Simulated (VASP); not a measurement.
# AlN (F-43m) in VASP: notebook, part 2 of 2

VASP 6.6.1. Earlier steps stand in the parts before.

## (4) Single point, PBE exchange alone

Contents of INCAR:

```
SYSTEM = AlN
PREC = Accurate
ENCUT = 600
EDIFF = 1E-6
ISMEAR = -1
SIGMA = 0.05
LREAL = .False.
LASPH = .True.
NELM = 120
ALGO = Normal
ISIF = 2
LWAVE = .False.
LCHARG = .True.
GGA = PE
ALDAC = 0.0
AGGAC = 0.0
LELF = .True.
LVHAR = .True.
NBANDS = 11
GGA_COMPAT = .False.
```

Contents of KPOINTS:

```
regular mesh
0
Gamma
  10 10 10
  0 0 0
```

Contents of POSCAR:

```
AlN
1.0
    0.0000000000      2.1394097525      2.1394097525
    2.1394097525      0.0000000000      2.1394097525
    2.1394097525      2.1394097525      0.0000000000
Al N
1 1
Direct
    0.0000000000      0.0000000000      0.0000000000
    0.2500000000      0.2500000000      0.2500000000
```

Potentials or basis: VASP PAW PBE potentials, release 64 (Al, N).

Run with:

```console
$ cat potpaw_PBE.64/Al/POTCAR potpaw_PBE.64/N/POTCAR > POTCAR
$ mpirun -np 1 vasp_std > vasp.out
```

OUTCAR:

```text
SYSTEM = AlN
   PREC = Accurate
   ENCUT = 600
   EDIFF = 1E-6
   ISMEAR = -1
   LREAL = .False.
   LASPH = .True.
   NELM = 120
   ISIF = 2
   GGA = PE

 ion  position               nearest neighbor table
   1  0.000  0.000  0.000-   2 1.85   2 1.85   2 1.85   2 1.85
   2  0.250  0.250  0.250-   1 1.85   1 1.85   1 1.85   1 1.85

  LATTYP: Found a face centered cubic cell.
 ALAT       =     4.2788195050

  Lattice vectors:

 A1 = (   0.0000000000,   2.1394097525,   2.1394097525)
 A2 = (   2.1394097525,   0.0000000000,   2.1394097525)
 A3 = (   2.1394097525,   2.1394097525,   0.0000000000)

Analysis of symmetry for initial positions (statically):
=====================================================================
 Subroutine PRICEL returns:
 Original cell was already a primitive cell.

 Routine SETGRP: Setting up the symmetry group for a
 face centered cubic supercell.

 Subroutine GETGRP returns: Found 24 space group operations
 (whereof 24 operations were pure point group operations)
 out of a pool of 48 trial point group operations.

The static configuration has the point symmetry T_d .
[... 169 lines left out ...]
      1      -7.1364      2.00000
      2       8.1293      2.00000
      3       8.1293      2.00000
      4       8.1293      2.00000
      5      13.2039      0.00000
      6      21.4304      0.00000
      7      21.4304      0.00000
      8      21.4304      0.00000
      9      26.4115      0.00000
     10      26.4115      0.00000
     11      28.1136      0.00000
[... 309 lines left out ...]
 k-point    24 :       0.4000    0.3000    0.0000
  band No.  band energies     occupation
      1      -4.9858      2.00000
      2       3.9342      2.00000
      3       6.3967      2.00000
      4       6.6985      2.00000
      5      13.4934      0.00000
      6      18.3075      0.00000
      7      21.3007      0.00000
      8      23.5548      0.00000
      9      24.1251      0.00000
     10      30.2863      0.00000
     11      32.9960      0.00000

 [... further k-points ...]

------------------------ aborting loop because EDIFF is reached ----------------------------------------

  FORCE on cell =-STRESS in cart. coord.  units (eV):
  Direction    XX          YY          ZZ          XY          YZ          ZX
  --------------------------------------------------------------------------------------
  -------------------------------------------------------------------------------------
  Total        4.3159682      4.3159682      4.3159682      0.0000000      0.0000000      0.0000000
  in kB      353.0830785    353.0830785    353.0830785      0.0000000      0.0000000      0.0000000
  external PRESSURE =     353.0830785 kB  Pullay stress =       0.0000000 kB

 VOLUME and BASIS-vectors are now :
 -----------------------------------------------------------------------------
  energy-cutoff  :      600.00
  volume of cell :       19.58
      direct lattice vectors                 reciprocal lattice vectors
     0.000000000  2.139409753  2.139409753    -0.233709321  0.233709321  0.233709321
     2.139409753  0.000000000  2.139409753     0.233709321 -0.233709321  0.233709321
     2.139409753  2.139409753  0.000000000     0.233709321  0.233709321 -0.233709321

 POSITION                                       TOTAL-FORCE (eV/Angst)
 -----------------------------------------------------------------------------------
      0.00000      0.00000      0.00000        -0.000000     -0.000000     -0.000000
      1.06970      1.06970      1.06970         0.000000      0.000000      0.000000
 -----------------------------------------------------------------------------------
    total drift:                                0.000000      0.000000      0.000000

  FREE ENERGIE OF THE ION-ELECTRON SYSTEM (eV)
  ---------------------------------------------------
  free  energy   TOTEN  =       -11.7812494678 eV

  energy  without entropy=      -11.7812494677  energy(sigma->0) =      -11.78124947
```

OSZICAR:

```text
N       E                     dE             d eps       ncg     rms          rms(c)
DAV:   1     0.179798438797E+02    0.17980E+02   -0.40982E+03  1058   0.689E+02
DAV:   2    -0.135632985675E+02   -0.31543E+02   -0.30282E+02  1244   0.161E+02
DAV:   3    -0.146069355858E+02   -0.10436E+01   -0.10424E+01  1279   0.279E+01
DAV:   4    -0.146125777591E+02   -0.56422E-02   -0.56418E-02  1178   0.215E+00
DAV:   5    -0.146126468924E+02   -0.69133E-04   -0.69133E-04  1288   0.234E-01    0.940E+00
DAV:   6    -0.117645758203E+02    0.28481E+01   -0.13857E+01  1302   0.202E+01    0.282E+00
DAV:   7    -0.117765314321E+02   -0.11956E-01   -0.24231E-01  1160   0.374E+00    0.214E+00
DAV:   8    -0.117827658068E+02   -0.62344E-02   -0.43199E-02  1127   0.205E+00    0.629E-01
DAV:   9    -0.117810855552E+02    0.16803E-02   -0.42944E-03  1247   0.426E-01    0.252E-01
DAV:  10    -0.117812393242E+02   -0.15377E-03   -0.84218E-04  1127   0.199E-01    0.329E-02
DAV:  11    -0.117812477979E+02   -0.84737E-05   -0.64289E-05  1220   0.553E-02    0.131E-02
DAV:  12    -0.117812494407E+02   -0.16428E-05   -0.33860E-06  1193   0.141E-02    0.277E-03
DAV:  13    -0.117812494678E+02   -0.27060E-07   -0.70063E-07   959   0.523E-03
   1 F= -.11781249E+02 E0= -.11781249E+02  d E =-.309412E-10
```

stdout:

```text
POSCAR found type information on POSCAR AlN
 POSCAR found :  2 types and       2 ions
 scaLAPACK will be used
 LDA part: xc-table for (Slater+PW92), standard interpolation
 POSCAR, INCAR and KPOINTS ok, starting setup
 FFT: planning ... GRIDC
 FFT: planning ... GRID_SOFT
 FFT: planning ... GRID
 WAVECAR not read
 entering main loop
```

Run time: 18 s. Hardware: 1 thread of Intel Xeon 8259CL, shared host; peak memory 0.13 GiB.

What came out:

```
Free energy            : -11.7812 eV
Pressure               : 35.3 GPa
Band gap on the k mesh : 3.69 eV, indirect (least direct gap 5.07 eV)
```

## (5) Single point, PBE+D4

This run uses another cell than the first one, of 10.00 Å³/atom, 1.021 times its volume.

Contents of INCAR:

```
PREC = Accurate
ENCUT = 600
EDIFF = 1E-6
ISMEAR = -1
SIGMA = 0.05
LREAL = False
LASPH = True
NELM = 120
ALGO = Normal
ISIF = 2
LWAVE = False
LCHARG = False
GGA = PE
IVDW = 13
NBANDS = 11
GGA_COMPAT = False
```

Contents of KPOINTS:

```
regular mesh
0
Gamma
  10 10 10
```

Contents of POSCAR:

```
AlN
1.0
    0.0000000000      2.1544765148      2.1544765148
    2.1544765148      0.0000000000      2.1544765148
    2.1544765148      2.1544765148      0.0000000000
Al N
1 1
Direct
    0.0000000000      0.0000000000      0.0000000000
    0.2500000000      0.2500000000      0.2500000000
```

Run with:

```console
$ cat potpaw_PBE.64/Al/POTCAR potpaw_PBE.64/N/POTCAR > POTCAR
$ mpirun -np 1 vasp_std > vasp.out
```

Wall time 16 s (1 thread of Intel Xeon 8259CL, shared host); peak memory 0.14 GiB.

Results (log left out):

| Item | Value |
| --- | --- |
| Free energy | -15.4358 eV |
| Pressure | 8.7 GPa |
| Band gap on the k mesh | 3.34 eV, indirect (least direct gap 4.56 eV) |
| Dispersion energy per atom | -0.321 eV |

Levels at points of the mesh, in eV from the valence-band top:
```tsv
k point	band 1	band 2	band 3	band 4	band 5	band 6	band 7	band 8
(0.00, 0.00, 0.00)	-15.22	0.00	0.00	0.00	4.56	12.97	12.97	12.97
(0.50, 0.00, 0.00)	-13.05	-6.03	-0.48	-0.48	7.75	10.15	11.41	11.41
(0.50, 0.50, 0.00)	-12.38	-5.03	-1.82	-1.82	3.34	8.86	14.52	16.25
```

## (6) Overview

| level | cell | gap on the mesh (eV) | pressure (GPa) |
| --- | --- | --- | --- |
| RPBE+D3(BJ) | a = 3.026 Å, angles 60.0°, 2 atoms | 3.39 | -0.9 |
| revPBE+D4 | a = 3.026 Å, angles 60.0°, 2 atoms | 3.38 | 10.4 |
| PBE exchange alone | a = 3.026 Å, angles 60.0°, 2 atoms | 3.69 | 35.3 |
| PBE+D4 | a = 3.047 Å, angles 60.0°, 2 atoms | 3.34 | 8.7 |

Alike in all rows: task single point; potentials or basis VASP PAW PBE potentials, release 64 (Al, N); no spin polarisation; k mesh 10 × 10 × 10; cutoff (eV) 600; smearing fermi-dirac 0.05 eV.

On the cell as given the gap runs from 3.38 eV (revPBE+D4) to 3.69 eV (PBE exchange alone). The pressure there spans -0.9 GPa (RPBE+D3(BJ)) to 35.3 GPa (PBE exchange alone); a positive pressure means that this level wants a larger cell, a negative one a smaller.

Caveats: the PAW data sets were made with another functional, which shifts forces and pressure a little (some runs).

Absolute energies hang on the potentials; compare differences alone.
